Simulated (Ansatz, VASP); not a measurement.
**One calculation of Bi, two programs**

INCAR

```
PREC = Accurate
ENCUT = 520
EDIFF = 1E-6
ISMEAR = -1
SIGMA = 0.03
LREAL = F
LASPH = T
NELM = 60
ALGO = Normal
ISIF = 2
LWAVE = F
LCHARG = T
GGA = PS
LELF = T
LVHAR = T
NBANDS = 22
```

KPOINTS

```
Automatic mesh
0
Gamma
  9 9 3
```

Contents of POSCAR:

```
Bi
1.0
    4.6297803057      0.0000000000      0.0000000000
   -2.3148901529      4.0095073588      0.0000000000
    0.0000000000      0.0000000000     11.8290000000
Bi
2
Direct
    0.3333333333      0.6666666667      0.2500000000
    0.6666666667      0.3333333333      0.7500000000
```

Input for Ansatz:

```yaml
crystal:
  lattice:
    - [4.6297803057, 0.0, 0.0]
    - [-2.3148901529, 4.0095073588, 0.0]
    - [0.0, 0.0, 11.829]
  atoms:
    - { symbol: Bi, position: [0.3333333333, 0.6666666667, 0.25] }
    - { symbol: Bi, position: [0.6666666667, 0.3333333333, 0.75] }
kpoints:
  mp_grid: { grid: [9, 9, 3] }
  band_path:
    path:
      - [0.0, 0.0, 0.0]
      - [0.5, 0.0, 0.0]
      - [0.3333333333, 0.3333333333, 0.0]
      - [0.0, 0.0, 0.0]
      - [0.0, 0.0, 0.5]
      - [0.5, 0.0, 0.5]
      - [0.3333333333, 0.3333333333, 0.5]
      - [0.0, 0.0, 0.5]
      - [0.5, 0.0, 0.5]
    npoints: 5
scf:
  occupations: { method: fermi_dirac, width: 0.03 }
hamiltonian:
  xc: pbesol
  pseudopotentials: { kind: all_electron, lapw: { basis_error: 0.0005 } }
output:
  forces: true
  stress: true
  eigenvalues: true
```

Change from the starting cell: equal xx and yy strain of +2 %.

Alike in both runs: task single point; functional PBEsol; k mesh 9 × 9 × 3; occupations fermi-dirac, width 0.03 eV; no spin polarisation.

|  | VASP | Ansatz |
| --- | --- | --- |
| version | VASP 6.6.1 | Ansatz 0.2.0 |
| potentials or method | VASP PAW PBE potentials, release 64 (Bi_d), cutoff 520 eV | all-electron LAPW, scalar-relativistic |

Ansatz gave:

| Property | Result |
| --- | --- |
| pressure (GPa) | -3.3 |
| traceless stress, the component that is largest in VASP (GPa) | 2.89 |

Problem. Estimate VASP's values.

Solution. Pressure (GPa): -3.3; traceless stress, the component that is largest in VASP (GPa): 2.88.

VASP's potentials were made for PBE, not for PBEsol. Ansatz ran all-electron here, and VASP with PAW potentials.

Neither program's run includes spin-orbit coupling.
